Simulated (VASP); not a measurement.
# Al3GaSb4 (I-42m) in VASP: a series of runs

The runs below take Al3GaSb4 through single point, with PBE.

Everything below comes from runs of VASP 6.6.1. Logs are shortened: lines on timing, memory, paths and dates and some standing lists are left out, and cuts for length are marked.

### Step 1. The cell of the first run

Symmetry: I-42m, No. 121, tetragonal system. The conventional cell has a = 6.222 Å, b = 6.222 Å, c = 12.445 Å, α = 90.00°, β = 90.00°, γ = 90.00°. Within 3.6 Å of Al (site symmetry -42m) lie 4 Sb at 2.70 Å. Within 3.6 Å of Al (site symmetry -4) lie 4 Sb at 2.69 Å. Ga (site symmetry -42m) has 4 Sb at 2.69 Å within 3.6 Å. Within 3.6 Å of Sb (site symmetry m) lie 1 Ga at 2.69 Å and 3 Al at 2.69 to 2.70 Å.

### Step 2. Single point, PBE

Input file INCAR:

```
SYSTEM = Al3GaSb4
PREC = Accurate
ENCUT = 520
EDIFF = 1E-6
ISMEAR = 0
SIGMA = 0.1
LREAL = .FALSE.
LASPH = .TRUE.
NELM = 80
ALGO = Normal
ISIF = 2
LWAVE = .FALSE.
LCHARG = .FALSE.
GGA = PE
NBANDS = 31
```

Input file KPOINTS:

```
regular mesh
0
G
  4 4 4
  0 0 0
```

Input file POSCAR:

```
Al3GaSb4
1.0
   -3.1112432000      3.1112432000      6.2225244000
    3.1112432000     -3.1112432000      6.2225244000
    3.1112432000      3.1112432000     -6.2225244000
Al Ga Sb
3 1 4
Direct
    0.5000000000      0.5000000000      0.0000000000
    0.2500000000      0.7500000000      0.5000000000
    0.7500000000      0.2500000000      0.5000000000
    0.0000000000      0.0000000000      0.0000000000
    0.6252060000      0.6252060000      0.5004640000
    0.1247420000      0.1247420000      0.4995360000
    0.8752580000      0.3747940000      0.0000000000
    0.3747940000      0.8752580000      0.0000000000
```

Potentials or basis: VASP PAW PBE potentials, release 64 (Al, Ga_d, Sb).

Launch:

```bash
> cat potpaw_PBE.64/Al/POTCAR potpaw_PBE.64/Ga_d/POTCAR potpaw_PBE.64/Sb/POTCAR > POTCAR
> mpirun -np 1 vasp_std > vasp.out
```

OUTCAR:

```text
SYSTEM = Al3GaSb4
   PREC = Accurate
   ENCUT = 520
   EDIFF = 1E-6
   ISMEAR = 0
   LREAL = .FALSE.
   LASPH = .TRUE.
   NELM = 80
   ISIF = 2
   GGA = PE

 ion  position               nearest neighbor table
   1  0.500  0.500  0.000-   5 2.70   7 2.70   8 2.70   6 2.70
   2  0.250  0.750  0.500-   5 2.69   6 2.69   8 2.69   7 2.69
   3  0.750  0.250  0.500-   5 2.69   6 2.69   7 2.69   8 2.69
   4  0.000  0.000  0.000-   5 2.69   7 2.69   8 2.69   6 2.69
   5  0.625  0.625  0.500-   4 2.69   3 2.69   2 2.69   1 2.70
   6  0.125  0.125  0.500-   4 2.69   3 2.69   2 2.69   1 2.70
   7  0.875  0.375  0.000-   4 2.69   2 2.69   3 2.69   1 2.70
   8  0.375  0.875  0.000-   4 2.69   3 2.69   2 2.69   1 2.70

  LATTYP: Found a body centered tetragonal cell.
 ALAT       =     6.2224864000
 C/A-ratio  =     2.0000122138

  Lattice vectors:

 A1 = (  -3.1112432000,   3.1112432000,   6.2225244000)
 A2 = (   3.1112432000,  -3.1112432000,   6.2225244000)
 A3 = (   3.1112432000,   3.1112432000,  -6.2225244000)

Analysis of symmetry for initial positions (statically):
=====================================================================
 Subroutine PRICEL returns:
 Original cell was already a primitive cell.

 Routine SETGRP: Setting up the symmetry group for a
 body centered tetragonal supercell.

 Subroutine GETGRP returns: Found  8 space group operations
 (whereof  8 operations were pure point group operations)
 out of a pool of 16 trial point group operations.

The static configuration has the point symmetry D_2d.

Analysis of symmetry for dynamics (positions and initial velocities):
=====================================================================
 Subroutine PRICEL returns:
 Original cell was already a primitive cell.

 Routine SETGRP: Setting up the symmetry group for a
 body centered tetragonal supercell.

 Subroutine GETGRP returns: Found  8 space group operations
 (whereof  8 operations were pure point group operations)
 out of a pool of 16 trial point group operations.

The dynamic configuration has the point symmetry D_2d.

 Subroutine INISYM returns: Found  8 space group operations
 (whereof  8 operations are pure point group operations),
 and found     1 'primitive' translations

----------------------------------------------------------------------------------------

                                     Primitive cell

  volume of cell :     240.9320

  direct lattice vectors                    reciprocal lattice vectors
    -3.111243200  3.111243200  6.222524400     0.000000000  0.160707463  0.080353241
     3.111243200 -3.111243200  6.222524400     0.160707463  0.000000000  0.080353241
     3.111243200  3.111243200 -6.222524400     0.160707463  0.160707463  0.000000000

  length of vectors
     7.620989333  7.620989333  7.620989333     0.179676186  0.179676186  0.227274673

  position of ions in fractional coordinates (direct lattice)
     0.500000000  0.500000000  0.000000000
     0.250000000  0.750000000  0.500000000
     0.750000000  0.250000000  0.500000000
     0.000000000  0.000000000  0.000000000
     0.625206000  0.625206000  0.500464000
     0.124742000  0.124742000  0.499536000
     0.875258000  0.374794000  0.000000000
     0.374794000  0.875258000  0.000000000

  ion indices of the primitive-cell ions
   primitive index   ion index
                 1           1
                 2           2
                 3           3
                 4           4
                 5           5
                 6           6
                 7           7
                 8           8

----------------------------------------------------------------------------------------

 KPOINTS: regular mesh

Automatic generation of k-mesh.
 Grid dimensions read from file:
 generate k-points for:    4    4    4

 Generating k-lattice:

  Cartesian coordinates                     Fractional coordinates (reciprocal lattice)
     0.000000000  0.040176866  0.020088310     0.250000000  0.000000000  0.000000000
     0.040176866  0.000000000  0.020088310     0.000000000  0.250000000  0.000000000
     0.040176866  0.040176866  0.000000000     0.000000000  0.000000000  0.250000000

  Length of vectors
     0.044919046  0.044919046  0.056818668

  Shift w.r.t. Gamma in fractional coordinates (k-lattice)
     0.000000000  0.000000000  0.000000000

 Subroutine IBZKPT returns following result:
 ===========================================

 Found     13 irreducible k-points:

 Following reciprocal coordinates:
            Coordinates               Weight
  0.000000  0.000000  0.000000      1.000000
  0.250000  0.000000  0.000000      8.000000
  0.500000  0.000000  0.000000      4.000000
  0.250000  0.250000  0.000000      8.000000
  0.500000  0.250000  0.000000     16.000000
 -0.250000  0.250000  0.000000      4.000000
  0.500000  0.500000  0.000000      2.000000
  0.250000  0.250000  0.250000      2.000000
 -0.250000  0.250000  0.250000      4.000000
  0.500000  0.500000  0.250000      4.000000
 -0.250000  0.500000  0.250000      8.000000
 -0.250000 -0.250000  0.250000      2.000000
  0.500000  0.500000  0.500000      1.000000
   k-points           NKPTS =     13   k-points in BZ     NKDIM =     13   number of bands    NBANDS=     31
   number of dos      NEDOS =    301   number of ions     NIONS =      8
   total plane-waves  NPLWV = 216000
   dimension x,y,z NGX =    60 NGY =   60 NGZ =   60
   dimension x,y,z NGXF=   120 NGYF=  120 NGZF=  120
   ions per type =               3   1   4
   NGX,Y,Z   is equivalent  to a cutoff of  13.09, 13.09, 13.09 a.u.
   NGXF,Y,Z  is equivalent  to a cutoff of  26.18, 26.18, 26.18 a.u.
 SYSTEM =  Al3GaSb4
   PREC   = accura    normal or accurate (medium, high low for compatibility)
   ISTART =      0    job   : 0-new  1-cont  2-samecut
   ICHARG =      2    charge: 1-file 2-atom 10-const
   ISPIN  =      1    spin polarized calculation?
   LNONCOLLINEAR =      F non collinear calculations
   LSORBIT =      F    spin-orbit coupling
   LASPH  =      T    aspherical Exc in radial PAW
   ENCUT  =  520.0 eV  38.22 Ry    6.18 a.u.  14.17 14.17 14.17*2*pi/ulx,y,z
   NELM   =     80;   NELMIN=  2; NELMDL= -5     # of ELM steps
   EDIFF  = 0.1E-05   stopping-criterion for ELM
   LREAL  =      F    real-space projection
   EDIFFG = 0.1E-04   stopping-criterion for IOM
   NSW    =      0    number of steps for IOM
   IBRION =     -1    ionic relax: 0-MD 1-quasi-New 2-CG
   NFREE  =      0    steps in history (QN), initial steepest desc. (CG)
   ISIF   =      2    stress and relaxation
   ISYM   =      2    0-nonsym 1-usesym 2-fastsym
   POTIM  = 0.5000    time-step for ionic-motion
   TEBEG  =    0.0;   TEEND  =   0.0 temperature during run
   PSTRESS=    0.0 pullay stress
   NELECT =      42.0000    total number of electrons
   NUPDOWN=      -1.0000    fix difference up-down
   EMIN   =  10.00;   EMAX   =-10.00  energy-range for DOS
   EFERMI =   0.00;   METHOD = LEGACY
   ISMEAR =     0;   SIGMA  =   0.10  broadening in eV -4-tet -1-fermi 0-gaus
   EFERMI_NEDOS =   21; number of points for ismear=-14 and -15
   IALGO  =     38    algorithm
   IMIX   =      4    mixing-type and parameters
     AMIX     =   0.40;   BMIX     =  1.00
     AMIX_MAG =   1.60;   BMIX_MAG =  1.00
  volume/ion in A,a.u.               =      30.12       203.24
  Fermi-wavevector in a.u.,A,eV,Ry     =   0.914520  1.728192 11.379183  0.836346
  Thomas-Fermi vector in A             =   2.039156
   LORBIT       =      0    0 simple, 1 ext, 2 COOP (PROOUT), +10 PAW based schemes
   GGA     = PE    functional components
   LHFCALC =     F    Hartree Fock is set to
   AEXX    =    0.0000 exact exchange contribution
   IVDW    =     0    specifies the selected vdW correction
   LEPSILON=     F    determine dielectric tensor
   LRPA    =     F    only Hartree local field effects (RPA)
 non-spin polarized calculation
 Gauss-broadening in eV      SIGMA  =   0.10
  energy-cutoff  :      520.00
  volume of cell :      240.93
 maximum number of plane-waves:      6530
 NGX is ok and might be reduce to    60

 number of electron      42.0000003 magnetization

 Free energy of the ion-electron system (eV)
  ---------------------------------------------------
  ext. energy  EPLUGINS =         0.00000000
  ---------------------------------------------------
  free energy    TOTEN  =       -31.98616392 eV

  energy without entropy =      -31.98616391  energy(sigma->0) =      -31.98616391

 E-fermi :   4.7702     XC(G=0):  -8.5823

 val. band max:        4.4012312205   @ k =   0.0000   0.0000   0.0000
 cond. band min:       5.1349051549   @ k =   0.5000   0.5000   0.0000
 fundamental gap:      0.7336739344
 Fermi energy:         4.7701744415

 k-point     1 :       0.0000    0.0000    0.0000
  band No.  band energies     occupation
      1     -10.3407      2.00000
      2     -10.3407      2.00000
      3     -10.3404      2.00000
      4     -10.3012      2.00000
      5     -10.3012      2.00000
      6      -6.2593      2.00000
[... 23 lines left out ...]
     30       8.4229      0.00000
     31       8.6149      0.00000

 k-point     2 :       0.2500    0.0000    0.0000
  band No.  band energies     occupation
      1     -10.3409      2.00000
      2     -10.3408      2.00000
      3     -10.3406      2.00000
      4     -10.3012      2.00000
      5     -10.3011      2.00000
      6      -6.0281      2.00000
[... 23 lines left out ...]
     30       8.4833      0.00000
     31       8.5941      0.00000

 k-point     3 :       0.5000    0.0000    0.0000
  band No.  band energies     occupation
      1     -10.3410      2.00000
      2     -10.3409      2.00000
      3     -10.3407      2.00000
      4     -10.3012      2.00000
      5     -10.3009      2.00000
      6      -5.4546      2.00000
[... 329 lines left out ...]
     30       8.2136      0.00000
     31       8.2136      0.00000

 k-point    13 :       0.5000    0.5000    0.5000
  band No.  band energies     occupation
      1     -10.3406      2.00000
      2     -10.3406      2.00000
      3     -10.3406      2.00000
      4     -10.3013      2.00000
      5     -10.3012      2.00000
      6      -5.6014      2.00000
[... 23 lines left out ...]
     30       9.7155      0.00000
     31       9.7156      0.00000

------------------------ aborting loop because EDIFF is reached ----------------------------------------

  FORCE on cell =-STRESS in cart. coord.  units (eV):
  Direction    XX          YY          ZZ          XY          YZ          ZX
  --------------------------------------------------------------------------------------
  -------------------------------------------------------------------------------------
  Total        0.2032732      0.2032732      0.1805732      0.0000000     -0.0000000     -0.0000000
  in kB        1.3517492      1.3517492      1.2007964      0.0000000     -0.0000000     -0.0000000
  external PRESSURE =       1.3014316 kB  Pullay stress =       0.0000000 kB

 VOLUME and BASIS-vectors are now :
 -----------------------------------------------------------------------------
  energy-cutoff  :      520.00
  volume of cell :      240.93
      direct lattice vectors                 reciprocal lattice vectors
    -3.111243200  3.111243200  6.222524400     0.000000000  0.160707463  0.080353241
     3.111243200 -3.111243200  6.222524400     0.160707463  0.000000000  0.080353241
     3.111243200  3.111243200 -6.222524400     0.160707463  0.160707463  0.000000000

 POSITION                                       TOTAL-FORCE (eV/Angst)
 -----------------------------------------------------------------------------------
      0.00000      0.00000      6.22252        -0.000000     -0.000000      0.000000
      3.11124      0.00000      3.11126        -0.000000     -0.000000      0.000000
      0.00000      3.11124      3.11126        -0.000000     -0.000000      0.000000
      0.00000      0.00000      0.00000        -0.000000     -0.000000      0.000000
      1.55707      1.55707      4.66657         0.005469      0.005469      0.005421
      1.55418      1.55418     -1.55595        -0.005469     -0.005469      0.005421
     -1.55707      1.55707      7.77848        -0.005469      0.005469     -0.005421
      1.55707     -1.55707      7.77848         0.005469     -0.005469     -0.005421
 -----------------------------------------------------------------------------------
    total drift:                               -0.000001     -0.000001      0.000001

  FREE ENERGIE OF THE ION-ELECTRON SYSTEM (eV)
  ---------------------------------------------------
  free  energy   TOTEN  =       -31.9861639162 eV

  energy  without entropy=      -31.9861639103  energy(sigma->0) =      -31.98616391
```

Wall time 3.1 min (1 thread of Intel Xeon 6975P-C, shared host); peak memory 0.54 GiB.

What came out:

* Free energy: -31.9862 eV
* Pressure: 0.1 GPa
* Largest force: 0.009 eV/Å
* Band gap on the k mesh: 0.73 eV, indirect (least direct gap 0.81 eV)

Forces on the atoms (eV/Å):
```
Al   0.000  0.000  0.000
Al   0.000  0.000  0.000
Al   0.000  0.000  0.000
Ga   0.000  0.000  0.000
Sb   0.005  0.005  0.005
Sb  -0.005 -0.005  0.005
Sb  -0.005  0.005 -0.005
Sb   0.005 -0.005 -0.005
```

Caveat: spin-orbit coupling is left out, which moves the levels of the heavy elements. A hybrid or GW would open this gap; PBE tends to underestimate it.

### Step 3. Single point, PBE

This run uses another cell than the first one, of the same volume but with other edges.

Input file INCAR:

```
PREC = Accurate ; ENCUT = 520
EDIFF = 1E-7 ; ISMEAR = 0
SIGMA = 0.1 ; LREAL = F
LASPH = T ; NELM = 100
ALGO = Normal ; ISIF = 2
LWAVE = F ; LCHARG = F
GGA = PE ; NBANDS = 31
```

Input file KPOINTS:

```
Automatic mesh
0
Gamma
  4 4 4
```

Input file POSCAR:

```
Al3GaSb4
1.0
    6.2224864000      0.0000000000      0.0000000000
    0.0000000000      6.2224864000      0.0000000000
   -3.1112432000     -3.1112432000      6.2225244000
Al Ga Sb
3 1 4
Direct
    0.5000000000      0.5000000000      0.0000000000
    0.7500000000      0.2500000000      0.5000000000
    0.2500000000      0.7500000000      0.5000000000
    0.0000000000      0.0000000000      0.0000000000
    0.6252060000      0.6252060000      0.7499480000
    0.1247420000      0.1247420000      0.7499480000
    0.3747940000      0.8752580000      0.2500520000
    0.8752580000      0.3747940000      0.2500520000
```

Potentials or basis: VASP PAW PBE potentials, release 64 (Al, Ga_d, Sb).

Launch:

```bash
> cat potpaw_PBE.64/Al/POTCAR potpaw_PBE.64/Ga_d/POTCAR potpaw_PBE.64/Sb/POTCAR > POTCAR
> mpirun -np 1 vasp_std > vasp.out
```

Wall time 2.2 min (1 thread of Intel Xeon 6975P-C, shared host); peak memory 0.42 GiB.

It converged, with:

- Free energy: -31.9861 eV
- Pressure: 0.1 GPa
- Largest force: 0.009 eV/Å
- Band gap on the k mesh: 0.73 eV, indirect (least direct gap 0.81 eV)

Forces on the atoms (eV/Å):
```
Al   0.000  0.000  0.000
Al   0.000  0.000  0.000
Al   0.000  0.000  0.000
Ga   0.000  0.000  0.000
Sb   0.005  0.005  0.005
Sb  -0.005 -0.005  0.005
Sb  -0.005  0.005 -0.005
Sb   0.005 -0.005 -0.005
```

Levels at points of the mesh, in eV from the valence-band top:
| k point | band 17 | band 18 | band 19 | band 20 | band 21 | band 22 | band 23 | band 24 | band 25 | band 26 |
| --- | --- | --- | --- | --- | --- | --- | --- | --- | --- | --- |
| (0.00, 0.00, 0.00) | -2.17 | -2.17 | 0.00 | 0.00 | 0.00 | 0.81 | 1.31 | 1.40 | 3.00 | 3.00 |
| (0.50, 0.00, 0.00) | -1.96 | -1.88 | -1.88 | -1.08 | -1.03 | 2.27 | 2.66 | 2.84 | 2.88 | 3.16 |
| (0.50, 0.50, 0.00) | -0.99 | -0.94 | -0.92 | -0.91 | -0.90 | 0.73 | 1.21 | 2.36 | 2.41 | 3.66 |
| (0.00, 0.00, 0.50) | -2.16 | -1.41 | -1.41 | -1.35 | -1.35 | 1.01 | 1.30 | 1.30 | 1.51 | 1.64 |

Caveat: spin-orbit coupling is left out, which moves the levels of the heavy elements. A k mesh can miss the band edges.

[end of part 1 of 2]
